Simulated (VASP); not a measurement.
Write the native input for VASP 6.6.1 that does the following.

| Property | Result |
| --- | --- |
| Task | single point |
| Functional | LDA |
| Potentials or basis | VASP PAW LDA potentials, release 64 (B, N) |
| Cutoff | 520 eV |
| k mesh | 12 × 12 × 12 |
| Occupations | gaussian, width 0.05 eV |
| Spin | no spin polarisation |
| Dipole correction | no |
| Further INCAR settings | ALGO = Normal; EDIFF = 1e-07; NBANDS = 11 |

The structure of BN lies in POSCAR:

```
BN
1.0
   -0.0362600200      1.8130010000      1.8130010000
    1.7767409800      0.0000000000      1.7767409800
    1.8130010000      1.8130010000     -0.0362600200
B N
1 1
Direct
    0.0000000000      0.0000000000      0.0000000000
    0.7500000000      0.7500000000      0.7500000000
```

This cell differs from its parent crystal: strain -0.0400 x Voigt [0, 0, 0, 0, 1, 0].

One way to write it, as run:

INCAR

```
PREC     = Accurate       # precision mode
ENCUT    = 520            # plane-wave cutoff, eV
EDIFF    = 1E-7           # SCF threshold, eV
ISMEAR   = 0              # smearing method
SIGMA    = 0.05           # smearing width, eV
LREAL    = False          # projectors in reciprocal space
LASPH    = True           # aspherical terms in the spheres
NELM     = 80             # most SCF steps
ALGO     = Normal         # electronic algorithm
ISIF     = 2              # what is computed and relaxed
LWAVE    = False          # write WAVECAR
LCHARG   = False          # write CHGCAR
NBANDS   = 11             # bands
```

KPOINTS

```
regular mesh
0
Gamma
  12 12 12
```

Potentials or basis: VASP PAW LDA potentials, release 64 (B, N).

Command:

```console
$ cat potpaw_LDA.64/B/POTCAR potpaw_LDA.64/N/POTCAR > POTCAR
$ mpirun -np 1 vasp_std > vasp.out
```

It gave:

```
Pressure               : -12.7 GPa
Largest force          : 0.044 eV/Å
Band gap on the k mesh : 4.16 eV (least direct gap 8.04 eV)
```

Caveat: the cell differs from its parent crystal (strain -0.0400 x Voigt [0, 0, 0, 0, 1, 0]); the cell stands under tension.

Run time: 24 s on 1 thread of Intel(R) Xeon(R) Platinum 8375C CPU @ 2.90GHz (Ice Lake), with other jobs on the host, peak memory 0.14 GiB.
